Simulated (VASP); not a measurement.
Bi2Se3, 5 atoms in the cell. The structure is trigonal, space group R-3m (No. 166). Conventional cell: a = 3.812 Å, b = 3.812 Å, c = 30.927 Å, α = 90.00°, β = 90.00°, γ = 120.00°. Bi (site symmetry 3m) has 6 Se at 2.77 to 3.03 Å within 3.6 Å. Se (site symmetry -3m) has 6 Bi at 3.03 Å and 6 Se at 3.81 Å within 4.0 Å. Within 3.6 Å of Se (site symmetry 3m) lie 3 Bi at 2.77 Å and 3 Se at 3.55 Å.  This cell differs from its parent crystal: strain -0.080 along x and y, +0.080 along z.

```yaml
Program: VASP 6.6.1
Task: single point
Functional: PBEsol
Potentials_or_basis: VASP PAW PBE potentials, release 64 (Bi_d, Se)
Cutoff: 520 eV
k_mesh: 12 × 12 × 12
Occupations: gaussian, width 0.03 eV
Spin: no spin polarisation
Dipole_correction: no
Further_INCAR_settings: ALGO = Normal; EDIFF = 1e-06; NBANDS = 32
```

Potentials or basis: VASP PAW PBE potentials, release 64 (Bi_d, Se).

Run with:

```console
$ cat potpaw_PBE.64/Bi_d/POTCAR potpaw_PBE.64/Se/POTCAR > POTCAR
$ mpirun -np 1 vasp_std > vasp.out
```

Hardware: 1 thread of Intel(R) Xeon(R) Platinum 8488C (Sapphire Rapids), with other jobs on the host.

Q: How long does it take, and how much memory?

A: Run time: 80 min on 1 thread of Intel(R) Xeon(R) Platinum 8488C (Sapphire Rapids), with other jobs on the host, peak memory 1.3 GiB. Counts: scf iterations 13, k points 189.
